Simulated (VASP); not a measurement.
# RuRh (P-6m2) in VASP: single point with LDA

Aim: the single point of RuRh with LDA.

Everything below comes from runs of VASP 6.6.1. Logs are shortened: lines on timing, memory, paths and dates and some standing lists are left out, and cuts for length are marked.

### 1 The cell of the first run

The structure is hexagonal, space group P-6m2 (No. 187). Conventional cell: a = 2.709 Å, b = 2.709 Å, c = 4.298 Å, α = 90.00°, β = 90.00°, γ = 120.00°. Within 3.5 Å of Ru (site symmetry -6m2) lie 6 Rh at 2.66 Å and 6 Ru at 2.71 Å. Rh (site symmetry -6m2) has 6 Ru at 2.66 Å and 6 Rh at 2.71 Å within 3.5 Å.

### 2 Single point, LDA

File INCAR:

```
SYSTEM = RuRh
ALGO = Normal ; EDIFF = 1E-6
ENCUT = 500 ; GGA = CA
GGA_COMPAT = .FALSE. ; ISIF = 2
ISMEAR = 1 ; LASPH = .TRUE.
LCHARG = .FALSE. ; LREAL = .FALSE.
LWAVE = .FALSE. ; NBANDS = 22
NELM = 120 ; PREC = Accurate
SIGMA = 0.3
```

File KPOINTS:

```
k-points
0
G
  9 9 5
  0 0 0
```

File POSCAR:

```
RuRh
1.0
    2.7094150000      0.0000000000      0.0000000000
   -1.3547080000      2.3464220000      0.0000000000
    0.0000000000      0.0000000000      4.2983680000
Ru Rh
1 1
Direct
    0.0000000000      0.0000000000      0.5000000000
    0.6666670000      0.3333330000      0.0000000000
```

Potentials or basis: VASP PAW LDA potentials, release 64 (Ru_pv, Rh_pv).

Run with:

```console
$ cat potpaw_LDA.64/Ru_pv/POTCAR potpaw_LDA.64/Rh_pv/POTCAR > POTCAR
$ mpirun -np 1 vasp_std > vasp.out
```

OUTCAR:

```text
SYSTEM = RuRh
   EDIFF = 1E-6
   ENCUT = 500
   GGA = CA
   ISIF = 2
   ISMEAR = 1
   LASPH = .TRUE.
   LREAL = .FALSE.
   NELM = 120
   PREC = Accurate

 ion  position               nearest neighbor table
   1  0.000  0.000  0.500-   2 2.66   2 2.66   2 2.66   2 2.66   2 2.66   2 2.66
   2  0.667  0.333  0.000-   1 2.66   1 2.66   1 2.66   1 2.66   1 2.66   1 2.66

  LATTYP: Found a hexagonal cell.
 ALAT       =     2.7094150000
 C/A-ratio  =     1.5864561169

  Lattice vectors:

 A1 = (   2.7094150000,   0.0000000000,   0.0000000000)
 A2 = (  -1.3547080000,   2.3464220000,   0.0000000000)
 A3 = (   0.0000000000,   0.0000000000,   4.2983680000)

Analysis of symmetry for initial positions (statically):
=====================================================================
 Subroutine PRICEL returns:
 Original cell was already a primitive cell.

 Routine SETGRP: Setting up the symmetry group for a
 hexagonal supercell.

 Subroutine GETGRP returns: Found 12 space group operations
 (whereof 12 operations were pure point group operations)
 out of a pool of 24 trial point group operations.

The static configuration has the point symmetry D_3h.

Analysis of symmetry for dynamics (positions and initial velocities):
=====================================================================
 Subroutine PRICEL returns:
 Original cell was already a primitive cell.

 Routine SETGRP: Setting up the symmetry group for a
 hexagonal supercell.

 Subroutine GETGRP returns: Found 12 space group operations
 (whereof 12 operations were pure point group operations)
 out of a pool of 24 trial point group operations.

The dynamic configuration has the point symmetry D_3h.

 Subroutine INISYM returns: Found 12 space group operations
 (whereof 12 operations are pure point group operations),
 and found     1 'primitive' translations

----------------------------------------------------------------------------------------

                                     Primitive cell

  volume of cell :      27.3266

  direct lattice vectors                    reciprocal lattice vectors
     2.709415000  0.000000000  0.000000000     0.369083363  0.213090478  0.000000000
    -1.354708000  2.346422000  0.000000000     0.000000000  0.426180798  0.000000000
     0.000000000  0.000000000  4.298368000     0.000000000  0.000000000  0.232646437

  length of vectors
     2.709415000  2.709415060  4.298368000     0.426180807  0.426180798  0.232646437

  position of ions in fractional coordinates (direct lattice)
     0.000000000  0.000000000  0.500000000
     0.666667000  0.333333000  0.000000000

  ion indices of the primitive-cell ions
   primitive index   ion index
                 1           1
                 2           2

----------------------------------------------------------------------------------------

 KPOINTS: k-points

Automatic generation of k-mesh.
 Grid dimensions read from file:
 generate k-points for:    9    9    5

 Generating k-lattice:

  Cartesian coordinates                     Fractional coordinates (reciprocal lattice)
     0.041009263  0.023676720  0.000000000     0.111111111  0.000000000  0.000000000
     0.000000000  0.047353422  0.000000000     0.000000000  0.111111111  0.000000000
     0.000000000  0.000000000  0.046529287     0.000000000  0.000000000  0.200000000

  Length of vectors
     0.047353423  0.047353422  0.046529287

  Shift w.r.t. Gamma in fractional coordinates (k-lattice)
     0.000000000  0.000000000  0.000000000

 Subroutine IBZKPT returns following result:
 ===========================================

 Found     36 irreducible k-points:

 Following reciprocal coordinates:
            Coordinates               Weight
  0.000000  0.000000  0.000000      1.000000
  0.111111  0.000000  0.000000      6.000000
  0.222222  0.000000  0.000000      6.000000
  0.333333  0.000000  0.000000      6.000000
  0.444444  0.000000  0.000000      6.000000
  0.111111  0.111111  0.000000      6.000000
[... 16 lines left out ...]
  0.333333  0.222222  0.200000     24.000000
  0.333333  0.333333  0.200000      4.000000
 [... further k-points ...]
   k-points           NKPTS =     36   k-points in BZ     NKDIM =     36   number of bands    NBANDS=     22
   number of dos      NEDOS =    301   number of ions     NIONS =      2
   total plane-waves  NPLWV =  12800
   dimension x,y,z NGX =    20 NGY =   20 NGZ =   32
   dimension x,y,z NGXF=    40 NGYF=   40 NGZF=   64
   ions per type =               1   1
   NGX,Y,Z   is equivalent  to a cutoff of  12.27, 12.27, 12.38 a.u.
   NGXF,Y,Z  is equivalent  to a cutoff of  24.54, 24.54, 24.75 a.u.
 SYSTEM =  RuRh
   PREC   = accura    normal or accurate (medium, high low for compatibility)
   ISTART =      0    job   : 0-new  1-cont  2-samecut
   ICHARG =      2    charge: 1-file 2-atom 10-const
   ISPIN  =      1    spin polarized calculation?
   LNONCOLLINEAR =      F non collinear calculations
   LSORBIT =      F    spin-orbit coupling
   LASPH  =      T    aspherical Exc in radial PAW
   ENCUT  =  500.0 eV  36.75 Ry    6.06 a.u.   4.94  4.94  7.84*2*pi/ulx,y,z
   NELM   =    120;   NELMIN=  2; NELMDL= -5     # of ELM steps
   EDIFF  = 0.1E-05   stopping-criterion for ELM
   LREAL  =      F    real-space projection
   EDIFFG = 0.1E-04   stopping-criterion for IOM
   NSW    =      0    number of steps for IOM
   IBRION =     -1    ionic relax: 0-MD 1-quasi-New 2-CG
   NFREE  =      0    steps in history (QN), initial steepest desc. (CG)
   ISIF   =      2    stress and relaxation
   ISYM   =      2    0-nonsym 1-usesym 2-fastsym
   POTIM  = 0.5000    time-step for ionic-motion
   TEBEG  =    0.0;   TEEND  =   0.0 temperature during run
   PSTRESS=    0.0 pullay stress
   NELECT =      29.0000    total number of electrons
   NUPDOWN=      -1.0000    fix difference up-down
   EMIN   =  10.00;   EMAX   =-10.00  energy-range for DOS
   EFERMI =   0.00;   METHOD = LEGACY
   ISMEAR =     1;   SIGMA  =   0.30  broadening in eV -4-tet -1-fermi 0-gaus
   EFERMI_NEDOS =   21; number of points for ismear=-14 and -15
   IALGO  =     38    algorithm
   IMIX   =      4    mixing-type and parameters
     AMIX     =   0.40;   BMIX     =  1.00
     AMIX_MAG =   1.60;   BMIX_MAG =  1.00
  volume/ion in A,a.u.               =      13.66        92.20
  Fermi-wavevector in a.u.,A,eV,Ry     =   1.669856  3.155571 37.938755  2.788420
  Thomas-Fermi vector in A             =   2.755456
   LORBIT       =      0    0 simple, 1 ext, 2 COOP (PROOUT), +10 PAW based schemes
   GGA     = CA    functional components
   LHFCALC =     F    Hartree Fock is set to
   AEXX    =    0.0000 exact exchange contribution
   IVDW    =     0    specifies the selected vdW correction
   LEPSILON=     F    determine dielectric tensor
   LRPA    =     F    only Hartree local field effects (RPA)
 non-spin polarized calculation
 Methfessel and Paxton  Order N= 1 SIGMA  =   0.30
  energy-cutoff  :      500.00
  volume of cell :       27.33
 maximum number of plane-waves:       705
 NGX is ok and might be reduce to    20
   NGX =  9   NGY =  9   NGZ = 15

 number of electron      28.9999996 magnetization

 Free energy of the ion-electron system (eV)
  ---------------------------------------------------
  ext. energy  EPLUGINS =         0.00000000
  ---------------------------------------------------
  free energy    TOTEN  =       -19.27978010 eV

  energy without entropy =      -19.27507132  energy(sigma->0) =      -19.27821051

 E-fermi :  12.4215     XC(G=0): -14.3682

 val. band max:       12.3993464021   @ k =   0.3333   0.0000   0.4000
 cond. band min:      12.4538334314   @ k =   0.2222   0.1111   0.4000
 fundamental gap:      0.0544870293
 Fermi energy:        12.4214844151

 k-point     1 :       0.0000    0.0000    0.0000
  band No.  band energies     occupation
      1     -34.5450      2.00000
      2     -34.0751      2.00000
      3     -34.0751      2.00000
      4     -30.5725      2.00000
      5     -30.1656      2.00000
      6     -30.1656      2.00000
[... 14 lines left out ...]
     21      27.5677      0.00000
     22      30.1340      0.00000

 k-point     2 :       0.1111    0.0000    0.0000
  band No.  band energies     occupation
      1     -34.5312      2.00000
      2     -34.1384      2.00000
      3     -34.0904      2.00000
      4     -30.5672      2.00000
      5     -30.2550      2.00000
      6     -30.1862      2.00000
[... 14 lines left out ...]
     21      28.1635      0.00000
     22      30.5920      0.00000

 k-point     3 :       0.2222    0.0000    0.0000
  band No.  band energies     occupation
      1     -34.4963      2.00000
      2     -34.2967      2.00000
      3     -34.1290      2.00000
      4     -30.5538      2.00000
      5     -30.4773      2.00000
      6     -30.2378      2.00000
[... 14 lines left out ...]
     21      26.8702      0.00000
     22      29.8617      0.00000

 k-point     4 :       0.3333    0.0000    0.0000
  band No.  band energies     occupation
      1     -34.4737      2.00000
      2     -34.4563      2.00000
      3     -34.1726      2.00000
      4     -30.7238      2.00000
      5     -30.5385      2.00000
      6     -30.2961      2.00000
[... 14 lines left out ...]
     21      23.2223      0.00000
     22      27.1615      0.00000

 k-point     5 :       0.4444    0.0000    0.0000
  band No.  band energies     occupation
      1     -34.5877      2.00000
      2     -34.4302      2.00000
      3     -34.2009      2.00000
      4     -30.8812      2.00000
      5     -30.5284      2.00000
      6     -30.3338      2.00000
[... 417 lines left out ...]
 k-point    22 :       0.2222    0.2222    0.2000
  band No.  band energies     occupation
      1     -34.4874      2.00000
      2     -34.4399      2.00000
      3     -34.2615      2.00000
      4     -30.7304      2.00000
      5     -30.5294      2.00000
      6     -30.4210      2.00000
[... 14 lines left out ...]
     21      23.8796      0.00000
     22      25.5216      0.00000

 k-point    23 :       0.3333    0.2222    0.2000
  band No.  band energies     occupation
      1     -34.5275      2.00000
      2     -34.4240      2.00000
      3     -34.3319      2.00000
      4     -30.7850      2.00000
      5     -30.5201      2.00000
      6     -30.5139      2.00000
[... 14 lines left out ...]
     21      22.7939      0.00000
     22      25.0639      0.00000

 k-point    24 :       0.3333    0.3333    0.2000
  band No.  band energies     occupation
      1     -34.4527      2.00000
      2     -34.4461      2.00000
      3     -34.4183      2.00000
      4     -30.6791      2.00000
      5     -30.6775      2.00000
      6     -30.5122      2.00000
[... 14 lines left out ...]
     21      24.8119      0.00000
     22      25.0152      0.00000

 [... further k-points ...]
[... 5 lines left out ...]
  --------------------------------------------------------------------------------------
  -------------------------------------------------------------------------------------
  Total       -1.9879555     -1.9879552     -1.5397790      0.0000004      0.0000000      0.0000000
  in kB     -116.5552933   -116.5552715    -90.2783732      0.0000248      0.0000000      0.0000000
  external PRESSURE =    -107.7963127 kB  Pullay stress =       0.0000000 kB

 VOLUME and BASIS-vectors are now :
 -----------------------------------------------------------------------------
  energy-cutoff  :      500.00
  volume of cell :       27.33
      direct lattice vectors                 reciprocal lattice vectors
     2.709415000  0.000000000  0.000000000     0.369083363  0.213090478  0.000000000
    -1.354708000  2.346422000  0.000000000     0.000000000  0.426180798  0.000000000
     0.000000000  0.000000000  4.298368000     0.000000000  0.000000000  0.232646437

 POSITION                                       TOTAL-FORCE (eV/Angst)
 -----------------------------------------------------------------------------------
      0.00000      0.00000      2.14918         0.000000      0.000000      0.000000
      1.35471      0.78214      0.00000        -0.000000      0.000000      0.000000
 -----------------------------------------------------------------------------------
    total drift:                               -0.001371      0.000792      0.000000

  FREE ENERGIE OF THE ION-ELECTRON SYSTEM (eV)
  ---------------------------------------------------
  free  energy   TOTEN  =       -19.2797801002 eV

  energy  without entropy=      -19.2750713212  energy(sigma->0) =      -19.27821051
```

Run time: 12 s. Hardware: 1 thread of Intel Xeon Platinum 8259CL at 2.50GHz (Skylake/Cascade Lake), shared host; peak memory 0.14 GiB.

What came out:

- Free energy: -19.2798 eV
- Pressure: -10.8 GPa
- Band gap on the k mesh: zero (an odd number of electrons rules out a gap without spin polarisation)

Stress tensor (GPa, compression positive):
```
-11.66   0.00   0.00
  0.00 -11.66   0.00
  0.00   0.00  -9.03
```

Caveat: the cell stands under tension; so wide a smearing shifts energies and pressures; an empty level that is flat over the whole mesh can mark a ghost state of the potentials, or a narrow d or f band.
